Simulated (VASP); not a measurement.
Set up this calculation in VASP 6.6.1, as the native input.

```
Task                   : single point
Functional             : PBEsol
Potentials or basis    : VASP PAW PBE potentials, release 64 (Pb_d, F)
Cutoff                 : 520 eV
k mesh                 : 8 × 8 × 8
Occupations            : fermi-dirac, width 0.05 eV
Spin                   : non-collinear spin, zero start, spin-orbit coupling
Starting moments       : [[0.0, 0.0, 0.0], [0.0, 0.0, 0.0], [0.0, 0.0, 0.0]] μB
Dipole correction      : no
Further INCAR settings : ALGO = Normal; EDIFF = 1e-07; NBANDS = 41
```

The structure of PbF2 lies in POSCAR:

```
PbF2
1.0
    0.0000000000      2.9636600000      2.9636600000
    2.9636600000      0.0000000000      2.9636600000
    2.9636600000      2.9636600000      0.0000000000
Pb F
1 2
Direct
    0.0000000000      0.0000000000      0.0000000000
    0.7500000000      0.7500000000      0.7500000000
    0.2500000000      0.2500000000      0.2500000000
```

One way to write it, as run:

INCAR

```
SYSTEM = PbF2
ALGO = Normal
EDIFF = 1E-7
ENCUT = 520
GGA = PS
GGA_COMPAT = .FALSE.
ISIF = 2
ISMEAR = -1
LASPH = .TRUE.
LCHARG = .FALSE.
LNONCOLLINEAR = .TRUE.
LORBIT = 11
LORBMOM = .TRUE.
LREAL = .FALSE.
LSORBIT = .TRUE.
LWAVE = .FALSE.
MAGMOM = 0 0 0 0 0 0 0 0 0
NBANDS = 41
NELM = 150
PREC = Accurate
SIGMA = 0.05
```

KPOINTS

```
k-points
0
G
  8 8 8
  0 0 0
```

Potentials or basis: VASP PAW PBE potentials, release 64 (Pb_d, F).

Launch:

```sh
$ cat potpaw_PBE.64/Pb_d/POTCAR potpaw_PBE.64/F/POTCAR > POTCAR
$ mpirun -np 1 vasp_ncl > vasp.out
```

It gave:

The pressure is -1.4 GPa and the net moment is 0.00 μB per cell. The valence electrons inside the program's atomic spheres are Pb 11.71; F 6.04.

Caveat: the PAW data sets were made with another functional, which shifts forces and pressure a little.

Run time: 83 s on 1 thread of Intel(R) Xeon(R) 6975P-C (Granite Rapids), with other jobs on the host, peak memory 0.34 GiB.
